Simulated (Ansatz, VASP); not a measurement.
One calculation of TiN, two programs

POSCAR

```
TiN
1.0
    0.0000000000      2.1544346900      2.1544346900
    2.1544346900      0.0000000000      2.1544346900
    2.1544346900      2.1544346900      0.0000000000
Ti N
1 1
Direct
    0.0000000000      0.0000000000      0.0000000000
    0.5000000000      0.5000000000      0.5000000000
```

File INCAR.step1:

```
SYSTEM = TiN
PREC = Accurate ; ENCUT = 600
ISMEAR = -1 ; SIGMA = 0.1
LREAL = .False. ; LASPH = .True.
NELM = 60 ; GGA = PE
ALGO = Normal ; EDIFF = 1E-4
LWAVE = .True. ; LCHARG = .False.
```

File INCAR.step2:

```
SYSTEM = TiN
PREC = Accurate ; ENCUT = 600
EDIFF = 1E-7 ; ISMEAR = -1
SIGMA = 0.1 ; LREAL = .False.
LASPH = .True. ; NELM = 60
ALGO = Normal ; ISIF = 3
LWAVE = .False. ; LCHARG = .False.
METAGGA = R2SCAN ; LMIXTAU = .True.
IBRION = 2 ; NSW = 60
EDIFFG = -0.005 ; ISTART = 1
```

KPOINTS

```
Automatic mesh
0
Gamma
  17 17 17
  0 0 0
```

Input for Ansatz:

```yaml
crystal:
  lattice:
    - [0.0, 2.15443469, 2.15443469]
    - [2.15443469, 0.0, 2.15443469]
    - [2.15443469, 2.15443469, 0.0]
  atoms:
    - { symbol: Ti, position: [0.0, 0.0, 0.0] }
    - { symbol: "N", position: [0.5, 0.5, 0.5] }
kpoints:
  mp_grid: { grid: [17, 17, 17] }
scf:
  occupations: { method: fermi_dirac, width: 0.1 }
hamiltonian:
  xc: r2scan
  pseudopotentials: { kind: paw }
output:
  forces: true
  stress: true
relax:
  f_tol: 0.005
  max_steps: 40
  cell: {}
```

Alike in both runs: task relaxation of cell and atoms; functional r2SCAN; k mesh 17 × 17 × 17; occupations fermi-dirac, width 0.1 eV; no spin polarisation.

|  | VASP | Ansatz |
| --- | --- | --- |
| version | VASP 6.6.1 | Ansatz 0.2.0 |
| potentials or method | VASP PAW PBE potentials, release 64 (Ti_sv, N) | PAW with Ansatz's default frozen-core files, scalar-relativistic |
| plane-wave cutoff (eV) | 600 | 500 |
| valence electrons in the cell | 17 | 17 |

Ansatz gave:

```
relaxed volume (Å³/atom)                                     : 9.48
relaxed cell length with the largest relative difference (Å) : 2.993
```

Task: Which values does VASP return?

Result: Relaxed volume (Å³/atom): 9.53; relaxed cell length with the largest relative difference (Å): 2.999.

VASP's potentials were made for PBE, not for r2SCAN.
